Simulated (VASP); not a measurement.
Here is a VASP 6.6.1 calculation.

The input POSCAR:

```
ZrSe2
1.0
    3.7980000000      0.0000000000      0.0000000000
   -1.8990000000      3.2891644836      0.0000000000
    0.0000000000      0.0000000000      6.1920000000
Zr Se
1 2
Direct
    0.0000000000      0.0000000000      0.0000000000
    0.3333333333      0.6666666667      0.2500000000
    0.6666666667      0.3333333333      0.7500000000
```

The input INCAR.step1:

```
SYSTEM = ZrSe2
  ALGO = Normal
  EDIFF = 1E-5
  ENCUT = 550
  GGA = PE
  GGA_COMPAT = .False.
  ISMEAR = 0
  LASPH = .True.
  LCHARG = .False.
  LREAL = .False.
  LWAVE = .True.
  NBANDS = 19
  NELM = 120
  PREC = Accurate
  SIGMA = 0.01
```

File INCAR.step2:

```
SYSTEM = ZrSe2
  ALGO = Normal
  EDIFF = 1E-6
  ENCUT = 550
  GGA_COMPAT = .False.
  ISIF = 2
  ISMEAR = 0
  ISTART = 1
  LASPH = .True.
  LCHARG = .False.
  LMIXTAU = .True.
  LREAL = .False.
  LWAVE = .False.
  METAGGA = R2SCAN
  NBANDS = 19
  NELM = 120
  PREC = Accurate
  SIGMA = 0.01
```

File KPOINTS:

```
k-points
0
Gamma
  6 6 3
  0 0 0
```

Potentials or basis: VASP PAW PBE potentials, release 64 (Zr_sv, Se).

The run is started by

```bash
$ cat potpaw_PBE.64/Zr_sv/POTCAR potpaw_PBE.64/Se/POTCAR > POTCAR
$ cp INCAR.step1 INCAR
$ mpirun -np 1 vasp_std > vasp.out
$ cp INCAR.step2 INCAR
$ mpirun -np 1 vasp_std > vasp.out
```

(1) Estimate the band gap on the k mesh.

(2) What does it give for the pressure?

Answers

(1) 0.75 eV (least direct gap 1.34 eV).

(2) 1.5 GPa.

Caveat: semilocal functionals underestimate gaps, and a narrow one can read as zero; the PAW data sets were made with another functional, which shifts forces and pressure a little.
